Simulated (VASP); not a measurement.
The system is Ir.

```
Ir
1.0
     0.00000    1.91512    1.91512
     1.82894    0.00000    1.91512
     1.82894    1.91512    0.00000
Ir
1
Cartesian
  0.0000 0.0000 0.0000
```

This cell differs from its parent crystal: strain -0.0450 x Voigt [1, 0, 0, 0, 0, 0].

Base run:

| Quantity | Value |
| --- | --- |
| Program | VASP 6.6.1 |
| Functional | PBEsol |
| Potentials or basis | VASP PAW PBE potentials, release 64 (Ir_sv_GW) |
| Cutoff | 500 eV |
| k mesh | 26 × 26 × 26 |
| Occupations | gaussian, width 0.15 eV |
| Spin | no spin polarisation |

Its results: pressure 17.1 GPa.

The run is repeated on the same cell with these changes: potentials or basis from VASP PAW PBE potentials, release 64 (Ir_sv_GW) to VASP PAW PBE potentials, release 64 (Ir); cutoff from 500 eV to 520 eV; further incar settings from ALGO = Normal; EDIFF = 1e-06; NBANDS = 14 to ALGO = Fast; EDIFF = 1e-07; NBANDS = 10; valence electrons from 17 to 9. What comes out?

Pressure 22.0 GPa.

Caveats: the PAW data sets were made with another functional, which shifts forces and pressure a little.
